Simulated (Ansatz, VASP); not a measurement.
Tl in VASP and in Ansatz

```xyz
1
Lattice="-1.9676 1.9676 1.8889 1.9676 -1.9676 1.8889 1.9676 1.9676 -1.8889" Properties=species:S:1:pos:R:3 pbc="T T T"
Tl    0.0000    0.0000    0.0000
```

Alike in both runs: task single point; functional PBEsol; k mesh 20 × 20 × 20; occupations gaussian, width 0.15 eV; no spin polarisation.

```csv
,VASP,Ansatz
version,VASP 6.6.1,Ansatz 0.2.0
potentials or method,"VASP PAW PBE potentials, release 64 (Tl_d), cutoff 520 eV","scalar-relativistic, plane waves, PAW"
valence electrons in the cell,13,13
```

Ansatz gave:

| Item | Value |
| --- | --- |
| gap on the k mesh at the Fermi level (eV) | none |
| pressure (GPa) | -0.8 |
| traceless stress, the component that is largest in VASP (GPa) | 0.15 |

Problem. Estimate VASP's values.

Solution. gap on the k mesh at the Fermi level (eV): none; pressure (GPa): -0.8; traceless stress, the component that is largest in VASP (GPa): 0.16.

VASP's potentials were made for PBE, not for PBEsol. A gap of «none» marks a metal or a gap that the smearing closes.

Spin-orbit coupling is off throughout.
